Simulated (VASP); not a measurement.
# AlN (P6_3mc) in VASP: notebook

Runs on AlN. Level: PBE. Tasks: vibrations by perturbation theory.

Everything below comes from runs of VASP 6.6.1. Logs are shortened: lines on timing, memory, paths and dates and some standing lists are left out, and cuts for length are marked.

## Step 1: The cell of the first run

Symmetry: P6_3mc, No. 186, hexagonal system. The conventional cell has a = 3.065 Å, b = 3.065 Å, c = 4.889 Å, α = 90.00°, β = 90.00°, γ = 120.00°. Within 2.5 Å of Al (site symmetry 3m) lie 4 N at 1.86 to 1.87 Å. Within 2.5 Å of N (site symmetry 3m) lie 4 Al at 1.86 to 1.87 Å.

## Step 2: Vibrations by perturbation theory, PBE

INCAR

```
PREC = Accurate
ENCUT = 520
EDIFF = 1E-8
ISMEAR = 0
SIGMA = 0.01
LREAL = False
LASPH = True
NELM = 100
ALGO = Normal
ISIF = 2
LWAVE = False
LCHARG = False
GGA = PE
IBRION = 8
NSW = 1
LEPSILON = True
```

KPOINTS

```
regular mesh
0
Gamma
  12 12 6
```

POSCAR

```
AlN
1.0
    3.0650315577      0.0000000000      0.0000000000
   -1.5325157789      2.6543951924      0.0000000000
    0.0000000000      0.0000000000      4.8885278708
Al N
2 2
Direct
    0.3333333333      0.6666666667      0.0009930748
    0.6666666667      0.3333333333      0.5009930748
    0.3333333333      0.6666666667      0.3840069252
    0.6666666667      0.3333333333      0.8840069252
```

Potentials or basis: VASP PAW PBE potentials, release 64 (Al, N).

Run with:

```sh
$ cat potpaw_PBE.64/Al/POTCAR potpaw_PBE.64/N/POTCAR > POTCAR
$ mpirun -np 1 vasp_std > vasp.out
```

OUTCAR:

```text
PREC = Accurate
   ENCUT = 520
   EDIFF = 1E-8
   ISMEAR = 0
   LREAL = False
   LASPH = True
   NELM = 100
   ISIF = 2
   GGA = PE
   IBRION = 8
   NSW = 1
   LEPSILON = True

 ion  position               nearest neighbor table
   1  0.333  0.667  0.001-   4 1.86   4 1.86   4 1.86   3 1.87   2 3.02   2 3.02   2 3.02   2 3.02
                             2 3.02   2 3.02
   2  0.667  0.333  0.501-   3 1.86   3 1.86   3 1.86   4 1.87   1 3.02   1 3.02   1 3.02   1 3.02
                             1 3.02   1 3.02
   3  0.333  0.667  0.384-   2 1.86   2 1.86   2 1.86   1 1.87
   4  0.667  0.333  0.884-   1 1.86   1 1.86   1 1.86   2 1.87

  LATTYP: Found a hexagonal cell.
 ALAT       =     3.0650315577
 C/A-ratio  =     1.5949355753

  Lattice vectors:

 A1 = (   3.0650315577,   0.0000000000,   0.0000000000)
 A2 = (  -1.5325157789,   2.6543951924,   0.0000000000)
 A3 = (   0.0000000000,   0.0000000000,   4.8885278708)

Analysis of symmetry for initial positions (statically):
=====================================================================
 Subroutine PRICEL returns:
 Original cell was already a primitive cell.

 Routine SETGRP: Setting up the symmetry group for a
 hexagonal supercell.

 Subroutine GETGRP returns: Found 12 space group operations
 (whereof  6 operations were pure point group operations)
 out of a pool of 24 trial point group operations.

The static configuration has the point symmetry C_3v.
 The point group associated with its full space group is C_6v.

Analysis of symmetry for dynamics (positions and initial velocities):
=====================================================================
 Subroutine PRICEL returns:
 Original cell was already a primitive cell.

 Routine SETGRP: Setting up the symmetry group for a
 hexagonal supercell.

 Subroutine GETGRP returns: Found 12 space group operations
 (whereof  6 operations were pure point group operations)
 out of a pool of 24 trial point group operations.

The dynamic configuration has the point symmetry C_3v.
 The point group associated with its full space group is C_6v.

 Subroutine INISYM returns: Found 12 space group operations
 (whereof  6 operations are pure point group operations),
 and found     1 'primitive' translations

----------------------------------------------------------------------------------------

                                     Primitive cell

  volume of cell :      39.7721

  direct lattice vectors                    reciprocal lattice vectors
     3.065031558  0.000000000  0.000000000     0.326260915  0.188366827  0.000000000
    -1.532515779  2.654395192  0.000000000     0.000000000  0.376733654  0.000000000
     0.000000000  0.000000000  4.888527871     0.000000000  0.000000000  0.204560560

  length of vectors
     3.065031558  3.065031558  4.888527871     0.376733654  0.376733654  0.204560560

  position of ions in fractional coordinates (direct lattice)
     0.333333333  0.666666667  0.000993075
     0.666666667  0.333333333  0.500993075
     0.333333333  0.666666667  0.384006925
     0.666666667  0.333333333  0.884006925

  ion indices of the primitive-cell ions
   primitive index   ion index
                 1           1
[... 553 lines left out ...]
     0.00000 -0.00000 -0.34360

[... ionic steps 4 to 9 ...]

--------------------------------------- Ionic step       10  -------------------------------------------

------------------------ aborting loop because EDIFF is reached ----------------------------------------

[... ionic steps 11 to 11 ...]

--------------------------------------- Ionic step       12  -------------------------------------------

 Free energy of the ion-electron system (eV)
  ---------------------------------------------------
  ---------------------------------------------------
  free energy    TOTEN  =        -0.25616318 eV

  energy without entropy =       -0.25616318

------------------------ aborting loop because EDIFF is reached ----------------------------------------

 INTERNAL STRAIN TENSOR  FOR ION    3  DIRECTION 3   (eV/Angst):
 -----------------------------------------------------------------------------
     7.11679 -0.00000  0.00000
    -0.00000  7.11679  0.00000
    -0.00000  0.00000-15.87349

 MACROSCOPIC STATIC DIELECTRIC TENSOR (including local field effects in DFT)
 ------------------------------------------------------
           4.344036    -0.000000    -0.000000
          -0.000000     4.344036     0.000000
           0.000000     0.000000     4.573052
 ------------------------------------------------------

 PIEZOELECTRIC TENSOR (including local field effects)  for field in x, y, z        (e  Angst)
          XX          YY          ZZ          XY          YZ          ZX
  --------------------------------------------------------------------------------
  x    -0.00000    -0.00000     0.00000    -0.00000    -0.00000     0.81182
  y    -0.00000    -0.00000    -0.00000    -0.00000     0.81182    -0.00000
  z     0.60306     0.60306    -0.85296    -0.00000     0.00000     0.00000

 PIEZOELECTRIC TENSOR (including local field effects)  for field in x, y, z        (C/m^2)
          XX          YY          ZZ          XY          YZ          ZX
  --------------------------------------------------------------------------------
  x    -0.00000    -0.00000     0.00000    -0.00000    -0.00000     0.32703
  y    -0.00000    -0.00000    -0.00000    -0.00000     0.32703    -0.00000
  z     0.24294     0.24294    -0.34360    -0.00000     0.00000     0.00000

 BORN EFFECTIVE CHARGES (including local field effects) (in |e|, cummulative output)
 ---------------------------------------------------------------------------------
 ion    1
    1     2.50518    -0.00000     0.00000
    2    -0.00000     2.50518     0.00000
    3     0.00000     0.00000     2.67506
 ion    2
    1     2.50518    -0.00000    -0.00000
    2    -0.00000     2.50518     0.00000
    3    -0.00000    -0.00000     2.67506
 ion    3
    1    -2.50518     0.00000     0.00000
    2     0.00000    -2.50518     0.00000
    3     0.00000     0.00000    -2.67506
 ion    4
    1    -2.50518     0.00000    -0.00000
    2     0.00000    -2.50518     0.00000
    3     0.00000     0.00000    -2.67506

 INTERNAL STRAIN TENSOR FOR ION    4 for displacements in x,y,z  (eV/Angst):
          X           Y           Z          XY          YZ          ZX
  --------------------------------------------------------------------------------
  x    -0.00000     0.00000     0.00000    13.30153    -0.00000     6.75617
  y    13.30153   -13.30153     0.00000     0.00000     6.77615    -0.00000
  z     7.11679     7.11679   -15.87349    -0.00000     0.00000    -0.00000

 SECOND DERIVATIVES (NOT SYMMETRIZED)
 ------------------------------------
               1X          1Y          1Z          2X          2Y          2Z          3X          3Y          3Z          4X          4Y          4Z
  1X   -18.178622    0.000000    0.000000    0.745020   -0.000000    0.000000    1.349119   -0.000000    0.000000   16.084484   -0.000000   -0.000000
  1Y     0.000000  -18.178622    0.000000   -0.000000    0.745020    0.000000   -0.000000    1.349119    0.000000   -0.000000   16.084484    0.000000
  1Z     0.000000    0.000000  -23.365286   -0.000000    0.000000    8.951326    0.000000    0.000000    8.127935    0.000000   -0.000000    6.286025
  2X     0.745020   -0.000000    0.000000  -18.178622    0.000000    0.000000   16.084484   -0.000000    0.000000    1.349119   -0.000000   -0.000000
  2Y    -0.000000    0.745020    0.000000    0.000000  -18.178622   -0.000000   -0.000000   16.084484   -0.000000   -0.000000    1.349119    0.000000
  2Z     0.000000    0.000000    8.951326   -0.000000    0.000000  -23.365286   -0.000000    0.000000    6.286025   -0.000000    0.000000    8.127935
  3X     1.346986   -0.000000   -0.000000   16.082657   -0.000000    0.000000  -18.276252    0.000000    0.000000    0.846609   -0.000000    0.000000
  3Y    -0.000000    1.346986    0.000000   -0.000000   16.082657    0.000000    0.000000  -18.276252    0.000000   -0.000000    0.846609    0.000000
  3Z     0.000000    0.000000    8.098184    0.000000    0.000000    6.311045   -0.000000    0.000000  -22.136351   -0.000000    0.000000    7.727122
  4X    16.082657   -0.000000    0.000000    1.346986   -0.000000    0.000000    0.846609   -0.000000    0.000000  -18.276252    0.000000   -0.000000
  4Y    -0.000000   16.082657   -0.000000   -0.000000    1.346986    0.000000   -0.000000    0.846609   -0.000000    0.000000  -18.276252   -0.000000
  4Z    -0.000000    0.000000    6.311045    0.000000    0.000000    8.098184    0.000000    0.000000    7.727122    0.000000   -0.000000  -22.136351

 Eigenvectors and eigenvalues of the dynamical matrix
 ----------------------------------------------------

   1 f  =   22.881204 THz   143.766843 2PiTHz  763.234800 cm-1    94.629012 meV
             X         Y         Z           dx          dy          dz
     -0.000000  1.769597  0.004855    -0.000000   -0.000000   -0.069560
      1.532516  0.884798  2.449119    -0.000000   -0.000000    0.069560
     -0.000000  1.769597  1.877229     0.000000    0.000000    0.703677
      1.532516  0.884798  4.321492     0.000000    0.000000   -0.703677
[... 71 lines left out ...]
  12 f/i=    0.001522 THz     0.009562 2PiTHz    0.050763 cm-1     0.006294 meV
             X         Y         Z           dx          dy          dz
     -0.000000  1.769597  0.004855     0.000000    0.000000    0.573711
      1.532516  0.884798  2.449119     0.000000    0.000000    0.573711
     -0.000000  1.769597  1.877229     0.000000    0.000000    0.413347
      1.532516  0.884798  4.321492     0.000000    0.000000    0.413347

--------------------------------------------------------------------------------------------------------

 MACROSCOPIC STATIC DIELECTRIC TENSOR IONIC CONTRIBUTION
 ------------------------------------------------------
           3.276099    -0.000000    -0.000000
          -0.000000     3.276099    -0.000000
          -0.000000    -0.000000     4.518260
 ------------------------------------------------------

 ELASTIC MODULI CONTR FROM IONIC RELAXATION (kBar)
 Direction    XX          YY          ZZ          XY          YZ          ZX
 --------------------------------------------------------------------------------
 XX       -1037.5777    470.4753    632.7909      0.0000     -0.0000      0.0000
 YY         470.4753  -1037.5777    632.7909      0.0000      0.0000     -0.0000
 ZZ         632.7909    632.7909  -1412.1766     -0.0000     -0.0000     -0.0000
 XY           0.0000      0.0000     -0.0000   -754.0265      0.0000     -0.0000
 YZ          -0.0000     -0.0000     -0.0000      0.0000   -196.8376      0.0000
 ZX           0.0000     -0.0000     -0.0000      0.0000      0.0000   -207.0403
 --------------------------------------------------------------------------------

 PIEZOELECTRIC TENSOR IONIC CONTR  for field in x, y, z        (C/m^2)
          XX          YY          ZZ          XY          YZ          ZX
  --------------------------------------------------------------------------------
  x     0.00000    -0.00000    -0.00000    -0.00000     0.00000    -0.77496
  y    -0.00000     0.00000    -0.00000     0.00000    -0.75562     0.00000
  z    -1.06506    -1.06506     2.37685     0.00000     0.00000     0.00000
```

It took 5.5 min on 1 thread of Intel Xeon 6975P-C (Granite Rapids), shared host; peak memory 0.54 GiB.

Results:

- Electronic dielectric tensor (diagonal): 4.34, 4.34, 4.57
- Born charges (mean of the diagonal): Al +2.56; N -2.56 e
- Highest phonon frequency at Γ, LO-TO splitting left out: 763 cm⁻¹

Phonon frequencies in cm⁻¹ (negative: imaginary):
```tsv
q point	frequencies
(0.000, 0.000, 0.000)	0 0 0 237 237 569 652 711 711 717 717 763
```

Electronic dielectric tensor:
```
4.34 0.00 0.00
0.00 4.34 0.00
0.00 0.00 4.57
```

Born effective charge tensors (e):
atom 1, Al
```
2.51 0.00 0.00
0.00 2.51 0.00
0.00 0.00 2.68
```
atom 2, Al
```
2.51 0.00 0.00
0.00 2.51 0.00
0.00 0.00 2.68
```
atom 3, N
```
-2.51  0.00  0.00
 0.00 -2.51  0.00
 0.00  0.00 -2.68
```
atom 4, N
```
-2.51  0.00  0.00
 0.00 -2.51  0.00
 0.00  0.00 -2.68
```

Caveat: the cell wasn't relaxed at this level first, which shifts response properties.

(Continued in part 2 of 2.)
